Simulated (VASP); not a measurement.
# Ir (I4/mmm) in VASP: further runs

Ir is run at these levels: PBE; tasks: single point.

Program: VASP 6.6.1. These are calculated values, not measurements. Logs are shortened: lines on timing, memory, paths and dates and some standing lists are left out, and cuts for length are marked.

## 1. The cell of the first run

Symmetry: I4/mmm, No. 139, tetragonal system. The conventional cell has a = 2.655 Å, b = 2.655 Å, c = 3.940 Å, α = 90.00°, β = 90.00°, γ = 90.00°. Ir (site symmetry 4/mmm) has 12 Ir at 2.65 to 2.72 Å within 3.5 Å.

## 2. Single point, PBE (biaxial strain in the a-b plane: -3.0 %)

INCAR reads:

```
PREC = Accurate
ENCUT = 520
EDIFF = 1E-7
ISMEAR = 0
SIGMA = 0.1
LREAL = F
LASPH = T
NELM = 60
ALGO = Fast
ISIF = 2
LWAVE = F
LCHARG = F
GGA = PE
NBANDS = 16
```

KPOINTS reads:

```
regular mesh
0
Gamma
  18 18 14
```

POSCAR reads:

```
Ir
1.0
    1.8772665207      1.8772665207      0.0000000000
   -1.8772665207      1.8772665207      0.0000000000
    0.0000000000      0.0000000000      3.9403243672
Ir
2
Direct
    0.0000000000      0.0000000000      0.0000000000
    0.5000000000      0.5000000000      0.5000000000
```

Potentials or basis: VASP PAW PBE potentials, release 64 (Ir).

On the command line:

```console
$ cat potpaw_PBE.64/Ir/POTCAR > POTCAR
$ mpirun -np 1 vasp_std > vasp.out
```

OUTCAR:

```text
PREC = Accurate
   ENCUT = 520
   EDIFF = 1E-7
   ISMEAR = 0
   LREAL = F
   LASPH = T
   NELM = 60
   ISIF = 2
   GGA = PE

 ion  position               nearest neighbor table
   1  0.000  0.000  0.000-   2 2.72   2 2.72   2 2.72   2 2.72   2 2.72   2 2.72   2 2.72   2 2.72

   2  0.500  0.500  0.500-   1 2.72   1 2.72   1 2.72   1 2.72   1 2.72   1 2.72   1 2.72   1 2.72

  LATTYP: Found a simple tetragonal cell.
 ALAT       =     2.6548557738
 C/A-ratio  =     1.4841952644

  Lattice vectors:

 A1 = (   1.8772665207,   1.8772665207,   0.0000000000)
 A2 = (  -1.8772665207,   1.8772665207,   0.0000000000)
 A3 = (   0.0000000000,   0.0000000000,   3.9403243672)

Analysis of symmetry for initial positions (statically):
=====================================================================
 Subroutine PRICEL returns following result:

  LATTYP: Found a body centered tetragonal cell.
 ALAT       =     2.6548557738
 C/A-ratio  =     1.4841952644

  Lattice vectors:

 A1 = (   1.8772665207,   0.0000000000,  -1.9701621836)
 A2 = (  -1.8772665207,   0.0000000000,  -1.9701621836)
 A3 = (   0.0000000000,   1.8772665207,   1.9701621836)

   2 primitive cells build up your supercell.

 Routine SETGRP: Setting up the symmetry group for a
 simple tetragonal supercell.

 Subroutine GETGRP returns: Found 16 space group operations
 (whereof 16 operations were pure point group operations)
 out of a pool of 16 trial point group operations.

The static configuration has the point symmetry D_4h.

Analysis of symmetry for dynamics (positions and initial velocities):
=====================================================================
 Subroutine PRICEL returns following result:

  LATTYP: Found a body centered tetragonal cell.
 ALAT       =     2.6548557738
 C/A-ratio  =     1.4841952644

  Lattice vectors:

 A1 = (   1.8772665207,   0.0000000000,  -1.9701621836)
 A2 = (  -1.8772665207,   0.0000000000,  -1.9701621836)
 A3 = (   0.0000000000,   1.8772665207,   1.9701621836)

   2 primitive cells build up your supercell.

 Routine SETGRP: Setting up the symmetry group for a
 simple tetragonal supercell.

 Subroutine GETGRP returns: Found 16 space group operations
 (whereof 16 operations were pure point group operations)
 out of a pool of 16 trial point group operations.

The dynamic configuration has the point symmetry D_4h.

 Subroutine INISYM returns: Found 16 space group operations
 (whereof 16 operations are pure point group operations),
 and found     2 'primitive' translations

----------------------------------------------------------------------------------------

                                     Primitive cell

  volume of cell :      13.8862

  direct lattice vectors                    reciprocal lattice vectors
     1.877266521  0.000000000 -1.970162184     0.266344706  0.266344706 -0.253786213
    -1.877266521  0.000000000 -1.970162184    -0.266344706  0.266344706 -0.253786213
     0.000000000  1.877266521  1.970162184     0.000000000  0.532689412  0.000000000

  length of vectors
     2.721335815  2.721335815  2.721335815     0.454187678  0.454187678  0.532689412

  position of ions in fractional coordinates (direct lattice)
     0.000000000  0.000000000  0.000000000

  ion indices of the primitive-cell ions
   primitive index   ion index
                 1           1

----------------------------------------------------------------------------------------

 KPOINTS: regular mesh

Automatic generation of k-mesh.
 Grid dimensions read from file:
 generate k-points for:   18   18   14

 Generating k-lattice:

  Cartesian coordinates                     Fractional coordinates (reciprocal lattice)
     0.014796928  0.014796928  0.000000000     0.055555556  0.000000000  0.000000000
    -0.014796928  0.014796928  0.000000000     0.000000000  0.055555556  0.000000000
     0.000000000  0.000000000  0.018127587     0.000000000  0.000000000  0.071428571

  Length of vectors
     0.020926016  0.020926016  0.018127587

  Shift w.r.t. Gamma in fractional coordinates (k-lattice)
     0.000000000  0.000000000  0.000000000

 Subroutine IBZKPT returns following result:
 ===========================================

 Found    440 irreducible k-points:

 Following reciprocal coordinates:
            Coordinates               Weight
  0.000000  0.000000  0.000000      1.000000
  0.055556  0.000000  0.000000      4.000000
  0.111111  0.000000  0.000000      4.000000
  0.166667  0.000000  0.000000      4.000000
  0.222222  0.000000  0.000000      4.000000
  0.277778  0.000000  0.000000      4.000000
[... 16 lines left out ...]
  0.277778  0.111111  0.000000      8.000000
  0.333333  0.111111  0.000000      8.000000
 [... further k-points ...]
   k-points           NKPTS =    440   k-points in BZ     NKDIM =    440   number of bands    NBANDS=     16
   number of dos      NEDOS =    301   number of ions     NIONS =      2
   total plane-waves  NPLWV =  12000
   dimension x,y,z NGX =    20 NGY =   20 NGZ =   30
   dimension x,y,z NGXF=    40 NGYF=   40 NGZF=   60
   ions per type =               2
   NGX,Y,Z   is equivalent  to a cutoff of  12.52, 12.52, 12.66 a.u.
   NGXF,Y,Z  is equivalent  to a cutoff of  25.05, 25.05, 25.31 a.u.
 SYSTEM =  unknown system
   PREC   = accura    normal or accurate (medium, high low for compatibility)
   ISTART =      0    job   : 0-new  1-cont  2-samecut
   ICHARG =      2    charge: 1-file 2-atom 10-const
   ISPIN  =      1    spin polarized calculation?
   LNONCOLLINEAR =      F non collinear calculations
   LSORBIT =      F    spin-orbit coupling
   LASPH  =      T    aspherical Exc in radial PAW
   ENCUT  =  520.0 eV  38.22 Ry    6.18 a.u.   4.94  4.94  7.33*2*pi/ulx,y,z
   NELM   =     60;   NELMIN=  2; NELMDL= -5     # of ELM steps
   EDIFF  = 0.1E-06   stopping-criterion for ELM
   LREAL  =      F    real-space projection
   EDIFFG = 0.1E-05   stopping-criterion for IOM
   NSW    =      0    number of steps for IOM
   IBRION =     -1    ionic relax: 0-MD 1-quasi-New 2-CG
   NFREE  =      0    steps in history (QN), initial steepest desc. (CG)
   ISIF   =      2    stress and relaxation
   ISYM   =      2    0-nonsym 1-usesym 2-fastsym
   POTIM  = 0.5000    time-step for ionic-motion
   TEBEG  =    0.0;   TEEND  =   0.0 temperature during run
   PSTRESS=    0.0 pullay stress
   NELECT =      18.0000    total number of electrons
   NUPDOWN=      -1.0000    fix difference up-down
   EMIN   =  10.00;   EMAX   =-10.00  energy-range for DOS
   EFERMI =   0.00;   METHOD = LEGACY
   ISMEAR =     0;   SIGMA  =   0.10  broadening in eV -4-tet -1-fermi 0-gaus
   EFERMI_NEDOS =   21; number of points for ismear=-14 and -15
   IALGO  =     68    algorithm
   IMIX   =      4    mixing-type and parameters
     AMIX     =   0.40;   BMIX     =  1.00
     AMIX_MAG =   1.60;   BMIX_MAG =  1.00
  volume/ion in A,a.u.               =      13.89        93.71
  Fermi-wavevector in a.u.,A,eV,Ry     =   1.416754  2.677276 27.309496  2.007191
  Thomas-Fermi vector in A             =   2.538055
   LORBIT       =      0    0 simple, 1 ext, 2 COOP (PROOUT), +10 PAW based schemes
   GGA     = PE    functional components
   LHFCALC =     F    Hartree Fock is set to
   AEXX    =    0.0000 exact exchange contribution
   IVDW    =     0    specifies the selected vdW correction
   LEPSILON=     F    determine dielectric tensor
   LRPA    =     F    only Hartree local field effects (RPA)
 non-spin polarized calculation
 RMM-DIIS sequential band-by-band and
 Gauss-broadening in eV      SIGMA  =   0.10
  energy-cutoff  :      520.00
  volume of cell :       27.77
 maximum number of plane-waves:       766
 NGX is ok and might be reduce to    20
   NGX =  9   NGY =  9   NGZ = 15

 number of electron      18.0000005 magnetization

 Free energy of the ion-electron system (eV)
  ---------------------------------------------------
  ext. energy  EPLUGINS =         0.00000000
  ---------------------------------------------------
  free energy    TOTEN  =       -17.58475730 eV

  energy without entropy =      -17.57632385  energy(sigma->0) =      -17.58054057

 E-fermi :  10.7359     XC(G=0): -14.0987

 val. band max:       10.7358635273   @ k =   0.0000   0.0000   0.2857
 cond. band min:      10.7411413845   @ k =   0.0556   0.0556   0.2857
 fundamental gap:      0.0052778573
 Fermi energy:        10.7359125804

 k-point     1 :       0.0000    0.0000    0.0000
  band No.  band energies     occupation
      1      -0.5877      2.00000
      2       2.5598      2.00000
      3       3.2130      2.00000
      4       6.3049      2.00000
      5       6.9758      2.00000
      6       6.9758      2.00000
[... 8 lines left out ...]
     15      23.1367      0.00000
     16      25.0614      0.00000

 k-point     2 :       0.0556    0.0000    0.0000
  band No.  band energies     occupation
      1      -0.4907      2.00000
      2       2.6368      2.00000
      3       3.2824      2.00000
      4       6.3639      2.00000
      5       6.9051      2.00000
      6       7.0124      2.00000
[... 8 lines left out ...]
     15      23.3748      0.00000
     16      25.2318      0.00000

 k-point     3 :       0.1111    0.0000    0.0000
  band No.  band energies     occupation
      1      -0.2061      2.00000
      2       2.8405      2.00000
      3       3.5049      2.00000
      4       6.5265      2.00000
      5       6.7083      2.00000
      6       7.1214      2.00000
[... 8 lines left out ...]
     15      24.0504      0.00000
     16      25.7152      0.00000

 k-point     4 :       0.1667    0.0000    0.0000
  band No.  band energies     occupation
      1       0.2477      2.00000
      2       3.1109      2.00000
      3       3.9000      2.00000
      4       6.4257      2.00000
      5       6.7432      2.00000
      6       7.3005      2.00000
[... 8 lines left out ...]
     15      25.0751      0.00000
     16      26.4332      0.00000
[... 324 lines left out ...]
 k-point    22 :       0.2222    0.1111    0.0000
  band No.  band energies     occupation
      1       1.1866      2.00000
      2       3.7680      2.00000
      3       4.5936      2.00000
      4       5.7736      2.00000
      5       7.2163      2.00000
      6       7.2464      2.00000
[... 8 lines left out ...]
     15      25.1016      0.00000
     16      27.7013      0.00000

 k-point    23 :       0.2778    0.1111    0.0000
  band No.  band energies     occupation
      1       1.8525      2.00000
      2       4.0999      2.00000
      3       5.0716      2.00000
      4       5.4726      2.00000
      5       6.5822      2.00000
      6       7.1432      2.00000
[... 8 lines left out ...]
     15      26.1273      0.00000
     16      26.6721      0.00000

 k-point    24 :       0.3333    0.1111    0.0000
  band No.  band energies     occupation
      1       2.5650      2.00000
      2       4.4582      2.00000
      3       5.2263      2.00000
      4       5.3619      2.00000
      5       6.0202      2.00000
      6       6.8633      2.00000
[... 8 lines left out ...]
     15      25.6357      0.00000
     16      27.0945      0.00000

 [... further k-points ...]

------------------------ aborting loop because EDIFF is reached ----------------------------------------

  FORCE on cell =-STRESS in cart. coord.  units (eV):
  Direction    XX          YY          ZZ          XY          YZ          ZX
  --------------------------------------------------------------------------------------
  -------------------------------------------------------------------------------------
  Total        4.2741937      4.2741937      0.8193893      0.0000000     -0.0000000      0.0000000
  in kB      246.5760786    246.5760786     47.2701535      0.0000000     -0.0000000      0.0000000
  external PRESSURE =     180.1407702 kB  Pullay stress =       0.0000000 kB

 VOLUME and BASIS-vectors are now :
 -----------------------------------------------------------------------------
  energy-cutoff  :      520.00
  volume of cell :       27.77
      direct lattice vectors                 reciprocal lattice vectors
     1.877266521  1.877266521  0.000000000     0.266344706  0.266344706  0.000000000
    -1.877266521  1.877266521  0.000000000    -0.266344706  0.266344706  0.000000000
     0.000000000  0.000000000  3.940324367     0.000000000  0.000000000  0.253786213

 POSITION                                       TOTAL-FORCE (eV/Angst)
 -----------------------------------------------------------------------------------
      0.00000      0.00000      0.00000         0.000000     -0.000000     -0.000000
      0.00000      1.87727      1.97016        -0.000000      0.000000      0.000000
 -----------------------------------------------------------------------------------
    total drift:                               -0.000000      0.000000      0.000000

  FREE ENERGIE OF THE ION-ELECTRON SYSTEM (eV)
  ---------------------------------------------------
  free  energy   TOTEN  =       -17.5847573017 eV

  energy  without entropy=      -17.5763238482  energy(sigma->0) =      -17.58054057
```

Wall time 88 s (1 thread of Intel Xeon 6975P-C (Granite Rapids), shared host); peak memory 0.27 GiB.

Results:

```
Free energy            : -17.5848 eV
Pressure               : 18.0 GPa
Band gap on the k mesh : zero (bands 9 and 10 overlap by 3.74 eV)
```

Stress tensor (GPa, compression positive):
```
24.66  0.00  0.00
 0.00 24.66  0.00
 0.00  0.00  4.73
```

Caveat: the cell differs from its parent crystal (biaxial strain in the a-b plane: -3.0 %); the cell stands under pressure; spin-orbit coupling is left out, which moves the levels of the heavy elements.

## 3. Single point, PBE (biaxial strain in the a-b plane: -3.0 %, then relaxed in part)

INCAR reads:

```
PREC = Accurate ; ENCUT = 520
EDIFF = 1E-6 ; ISMEAR = 0
SIGMA = 0.1 ; LREAL = False
LASPH = True ; NELM = 100
ALGO = Fast ; ISIF = 2
LWAVE = False ; LCHARG = False
GGA = PE ; NBANDS = 16
```

KPOINTS reads:

```
Automatic mesh
0
Gamma
  18 18 14
```

Edit POSCAR of step 2 so:

```diff
@@ -4,3 +4,3 @@
    -1.8772665207      1.8772665207      0.0000000000
-    0.0000000000      0.0000000000      3.9403243672
+    0.0000000000      0.0000000000      3.9646869445
 Ir
```

Potentials or basis: VASP PAW PBE potentials, release 64 (Ir).

On the command line:

```console
$ cat potpaw_PBE.64/Ir/POTCAR > POTCAR
$ mpirun -np 1 vasp_std > vasp.out
```

Run time: 75 s. Hardware: 1 thread of Intel Xeon 6975P-C (Granite Rapids), shared host; peak memory 0.27 GiB.

The run converged. Its results:

```yaml
Free_energy: -17.5878 eV
Pressure: 15.5 GPa
Band_gap_on_the_k_mesh: zero (bands 9 and 10 overlap by 3.74 eV)
```

Stress tensor (GPa, compression positive):
```
22.88  0.00  0.00
 0.00 22.88  0.00
 0.00  0.00  0.74
```

Levels at points of the mesh, in eV from the Fermi level:
| k point | band 7 | band 8 | band 9 | band 10 | band 11 | band 12 |
| --- | --- | --- | --- | --- | --- | --- |
| (0.00, 0.00, 0.00) | -1.74 | -0.74 | 0.95 | 0.96 | 1.46 | 1.46 |
| (0.50, 0.00, 0.00) | -2.35 | -2.35 | -1.19 | -1.19 | 3.33 | 3.33 |
| (0.50, 0.50, 0.00) | 1.14 | 1.14 | 1.91 | 1.91 | 2.10 | 2.10 |
| (0.00, 0.00, 0.50) | -1.70 | -1.70 | -1.70 | -1.70 | 0.06 | 0.06 |
| (0.50, 0.00, 0.50) | -0.78 | -0.78 | 0.73 | 0.73 | 1.10 | 1.10 |
| (0.50, 0.50, 0.50) | -1.96 | -1.96 | 1.91 | 1.91 | 9.03 | 9.03 |

Caveat: the cell differs from its parent crystal (biaxial strain in the a-b plane: -3.0 %, then relaxed in part); the cell stands under pressure; spin-orbit coupling is left out, which moves the levels of the heavy elements.

## 4. Single point, PBE (biaxial strain in the a-b plane: -2.0 %, then relaxed in part)

INCAR reads:

```
PREC     = Accurate       # precision mode
ENCUT    = 520            # plane-wave cutoff, eV
EDIFF    = 1E-6           # SCF threshold, eV
ISMEAR   = 0              # smearing method
SIGMA    = 0.1            # smearing width, eV
LREAL    = False          # projectors in reciprocal space
LASPH    = True           # aspherical terms in the spheres
NELM     = 100            # most SCF steps
ALGO     = Fast           # electronic algorithm
ISIF     = 2              # what is computed and relaxed
LWAVE    = False          # write WAVECAR
LCHARG   = False          # write CHGCAR
GGA      = PE             # functional
NBANDS   = 16             # bands
```

KPOINTS reads:

```
regular mesh
0
Gamma
  18 18 14
```

POSCAR reads:

```
Ir
1.0
    1.8966197838      1.8966197838      0.0000000000
   -1.8966197838      1.8966197838      0.0000000000
    0.0000000000      0.0000000000      3.9324420866
Ir
2
Direct
    0.0000000000      0.0000000000      0.0000000000
    0.5000000000      0.5000000000      0.5000000000
```

On the command line:

```console
$ cat potpaw_PBE.64/Ir/POTCAR > POTCAR
$ mpirun -np 1 vasp_std > vasp.out
```

It took 73 s on 1 thread of Intel Xeon 6975P-C (Granite Rapids), shared host; peak memory 0.27 GiB.

Results (log left out):

- Free energy: -17.6543 eV
- Pressure: 10.0 GPa
- Band gap on the k mesh: zero (bands 9 and 10 overlap by 3.53 eV)

Stress tensor (GPa, compression positive):
```
14.66  0.00  0.00
 0.00 14.66  0.00
 0.00  0.00  0.63
```

Levels at points of the mesh, in eV from the Fermi level:
| k point | band 7 | band 8 | band 9 | band 10 | band 11 | band 12 |
| --- | --- | --- | --- | --- | --- | --- |
| (0.00, 0.00, 0.00) | -1.53 | -0.89 | 0.91 | 1.20 | 1.44 | 1.44 |
| (0.50, 0.00, 0.00) | -2.35 | -2.35 | -1.24 | -1.24 | 3.13 | 3.13 |
| (0.50, 0.50, 0.00) | 1.24 | 1.24 | 1.73 | 1.73 | 1.96 | 1.96 |
| (0.00, 0.00, 0.50) | -1.74 | -1.74 | -1.74 | -1.74 | -0.05 | -0.05 |
| (0.50, 0.00, 0.50) | -0.76 | -0.76 | 0.77 | 0.77 | 1.02 | 1.02 |
| (0.50, 0.50, 0.50) | -1.89 | -1.89 | 1.73 | 1.73 | 8.67 | 8.67 |

Caveat: the cell differs from its parent crystal (biaxial strain in the a-b plane: -2.0 %, then relaxed in part); the cell stands under pressure; spin-orbit coupling is left out, which moves the levels of the heavy elements.

## 5. Single point, PBE (biaxial strain in the a-b plane: -2.0 %)

INCAR reads:

```
  ALGO = Fast
  EDIFF = 1E-7
  ENCUT = 520
  GGA = PE
  ISIF = 2
  ISMEAR = 0
  LASPH = T
  LCHARG = T
  LELF = T
  LREAL = F
  LVHAR = T
  LWAVE = F
  NBANDS = 16
  NELM = 80
  PREC = Accurate
  SIGMA = 0.1
```

KPOINTS reads:

```
k-points
0
Gamma
  18 18 14
```

Edit POSCAR of step 4 so:

```diff
@@ -4,3 +4,3 @@
    -1.8966197838      1.8966197838      0.0000000000
-    0.0000000000      0.0000000000      3.9324420866
+    0.0000000000      0.0000000000      3.9171004514
 Ir
```

On the command line:

```console
$ cat potpaw_PBE.64/Ir/POTCAR > POTCAR
$ mpirun -np 1 vasp_std > vasp.out
```

Wall time 93 s (1 thread of Intel Xeon 6975P-C (Granite Rapids), shared host); peak memory 0.27 GiB.

The run converged. Its results:

- Free energy: -17.6529 eV
- Pressure: 11.5 GPa
- Band gap on the k mesh: zero (bands 9 and 10 overlap by 3.53 eV)

Stress tensor (GPa, compression positive):
```
15.71  0.00  0.00
 0.00 15.71  0.00
 0.00  0.00  3.10
```

Levels at points of the mesh, in eV from the Fermi level:
```
           k point  band 6  band 7  band 8  band 9  band 10  band 11  band 12  band 13
(0.00, 0.00, 0.00)   -3.76   -1.50   -0.93    0.91     1.25     1.46     1.46     9.98
(0.50, 0.00, 0.00)   -4.58   -2.38   -2.38   -1.26    -1.26     3.12     3.12    11.24
(0.50, 0.50, 0.00)    0.83    1.27    1.27    1.71     1.71     1.93     1.93    10.87
(0.00, 0.00, 0.50)   -3.29   -1.77   -1.77   -1.77    -1.77    -0.07    -0.07    17.93
(0.50, 0.00, 0.50)   -3.79   -0.77   -0.77    0.79     0.79     1.01     1.01     7.32
(0.50, 0.50, 0.50)   -4.89   -1.89   -1.89    1.72     1.72     8.66     8.66     9.02
```

Caveat: the cell differs from its parent crystal (biaxial strain in the a-b plane: -2.0 %); the cell stands under pressure; spin-orbit coupling is left out, which moves the levels of the heavy elements.

## 6. Summary

| cell | further INCAR settings | gap on the mesh (eV) | pressure (GPa) |
| --- | --- | --- | --- |
| a = 2.655, b = 2.655, c = 3.940 Å, 2 atoms | ALGO = Fast; EDIFF = 1e-07; NBANDS = 16 | none | 18.0 |
| a = 2.655, b = 2.655, c = 3.965 Å, 2 atoms | ALGO = Fast; EDIFF = 1e-06; NBANDS = 16 | none | 15.5 |
| a = 2.682, b = 2.682, c = 3.932 Å, 2 atoms | ALGO = Fast; EDIFF = 1e-06; NBANDS = 16 | none | 10.0 |
| a = 2.682, b = 2.682, c = 3.917 Å, 2 atoms | ALGO = Fast; EDIFF = 1e-07; NBANDS = 16 | none | 11.5 |

Alike in all rows: task single point; level PBE; potentials or basis VASP PAW PBE potentials, release 64 (Ir); no spin polarisation; k mesh 18 × 18 × 14; cutoff (eV) 520; smearing gaussian 0.1 eV.

Caveats: the cell stands under pressure; spin-orbit coupling is left out, which moves the levels of the heavy elements.

Total energies depend on the potentials used, so only differences within one code and one set of settings carry meaning.
